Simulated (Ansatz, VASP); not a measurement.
## CuI in VASP and in Ansatz

INCAR

```
ALGO = Normal
EDIFF = 1E-8
ENCUT = 520
GGA = PS
ISIF = 2
ISMEAR = -1
LASPH = True
LCHARG = False
LEFG = True
LREAL = False
LWAVE = False
NBANDS = 16
NELM = 80
PREC = Accurate
SIGMA = 0.03
```

Contents of KPOINTS:

```
k-points
0
Gamma
  9 9 9
```

POSCAR

```
CuI
1.0
    0.0000000000      3.0315000000      3.0315000000
    3.0315000000      0.0000000000      3.0315000000
    3.0315000000      3.0315000000      0.0000000000
Cu I
1 1
Direct
    0.7500000000      0.7500000000      0.7500000000
    0.0000000000      0.0000000000      0.0000000000
```

Input for Ansatz:

```yaml
crystal:
  lattice:
    - [0.0, 3.0315, 3.0315]
    - [3.0315, 0.0, 3.0315]
    - [3.0315, 3.0315, 0.0]
  atoms:
    - { symbol: Cu, position: [0.75, 0.75, 0.75] }
    - { symbol: I, position: [0.0, 0.0, 0.0] }
kpoints:
  mp_grid: { grid: [9, 9, 9] }
  band_path:
    path:
      - [0.0, 0.0, 0.0]
      - [-0.5, -0.5, 0.0]
      - [-0.375, -0.375, 0.25]
      - [-0.375, 0.0, 0.375]
      - [0.0, 0.0, 0.0]
      - [0.0, 0.0, 0.5]
      - [-0.5, -0.25, 0.25]
      - [-0.5, -0.5, 0.0]
    npoints: 5
scf:
  occupations: { method: fermi_dirac, width: 0.03 }
hamiltonian:
  xc: pbesol
  pseudopotentials: { kind: paw }
output:
  forces: true
  stress: true
  eigenvalues: true
  efg: { contact_densities: true }
```

Alike in both runs: task electric field gradients; functional PBEsol; k mesh 9 × 9 × 9; occupations fermi-dirac, width 0.03 eV; no spin polarisation.

```csv
,VASP,Ansatz
version,VASP 6.6.1,Ansatz 0.2.0
potentials or method,"VASP PAW PBE potentials, release 64 (Cu, I)","PAW with Ansatz's default frozen-core files, scalar-relativistic"
plane-wave cutoff (eV),520,420
valence electrons in the cell,18,36
```

Ansatz gave:

| Property | Result |
| --- | --- |
| pressure (GPa) | -2.6 |

Problem. Which values does VASP return?

Solution. Pressure (GPa): -2.5.

VASP's potentials were made for PBE, not for PBEsol. VASP's potentials hold 18 valence electrons a cell and Ansatz's 36, so a difference there can come from the potentials and not from the codes.

Spin-orbit coupling is off throughout.
